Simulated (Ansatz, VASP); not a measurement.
Ba7O in VASP and in Ansatz

The input INCAR:

```
PREC     = Accurate       # precision mode
ENCUT    = 520            # plane-wave cutoff, eV
EDIFF    = 1E-6           # SCF threshold, eV
ISMEAR   = 0              # smearing method
SIGMA    = 0.1            # smearing width, eV
LREAL    = False          # projectors in reciprocal space
LASPH    = True           # aspherical terms in the spheres
NELM     = 150            # most SCF steps
ALGO     = Normal         # electronic algorithm
ISIF     = 2              # what is computed and relaxed
LWAVE    = False          # write WAVECAR
LCHARG   = True           # write CHGCAR
ISPIN    = 2              # spin polarisation
MAGMOM   = 0 0 0 0 0 0 0 1 # initial moments
LORBIT   = 11             # projections on sites
GGA      = PE             # functional
LELF     = True           # ELF
LVHAR    = True         
NBANDS   = 52             # bands
```

The input KPOINTS:

```
regular mesh
0
Gamma
  4 4 4
```

File POSCAR:

```
Ba7O
1.0
    0.0000000000      5.9386584558      5.9386584558
    5.9386584558      0.0000000000      5.9386584558
    5.9386584558      5.9386584558      0.0000000000
Ba O
7 1
Direct
    0.5000000000      0.0000000000      0.5000000000
    0.5000000000      0.5000000000      0.0000000000
    0.0000000000      0.5000000000      0.5000000000
    0.5000000000      0.5000000000      0.5000000000
    0.0000000000      0.5000000000      0.0000000000
    0.0000000000      0.0000000000      0.5000000000
    0.5000000000      0.0000000000      0.0000000000
    0.0000000000      0.0000000000      0.0000000000
```

Input for Ansatz:

```yaml
crystal:
  lattice:
    - [0.0, 5.9386584558, 5.9386584558]
    - [5.9386584558, 0.0, 5.9386584558]
    - [5.9386584558, 5.9386584558, 0.0]
  atoms:
    - { symbol: Ba, position: [0.5, 0.0, 0.5] }
    - { symbol: Ba, position: [0.5, 0.5, 0.0] }
    - { symbol: Ba, position: [0.0, 0.5, 0.5] }
    - { symbol: Ba, position: [0.5, 0.5, 0.5] }
    - { symbol: Ba, position: [0.0, 0.5, 0.0] }
    - { symbol: Ba, position: [0.0, 0.0, 0.5] }
    - { symbol: Ba, position: [0.5, 0.0, 0.0] }
    - { symbol: O, position: [0.0, 0.0, 0.0], spin: 1.0 }
basis:
  ecutwfc: 420
kpoints:
  mp_grid: { grid: [4, 4, 4] }
hamiltonian:
  xc: pbe
scf:
  occupations: { method: gaussian, width: 0.1 }
  lower_state_search: "off"
output:
  forces: true
  stress: true
  eigenvalues: true
  populations: true
magnetization:
  spin_polarized: true
```

Alike in both runs: task single point; functional PBE; k mesh 4 × 4 × 4; occupations gaussian, width 0.1 eV; collinear spin.

|  | VASP | Ansatz |
| --- | --- | --- |
| version | VASP 6.6.1 | Ansatz 0.2.0 |
| potentials or method | VASP PAW PBE potentials, release 64 (Ba_sv, O), cutoff 520 eV | scalar-relativistic, plane waves, PAW |
| valence electrons in the cell | 76 | 76 |

```csv
,VASP,Ansatz,Ansatz less VASP
gap on the k mesh at the Fermi level (eV),none,none,-
pressure (GPa),0.1,0.0,-0.11
net moment per atom (μB),0.00,0.00,0.000
```

A gap of «none» marks a metal or a gap that the smearing closes. Ansatz's warnings: seeded moment not kept.

Neither program's run includes spin-orbit coupling.
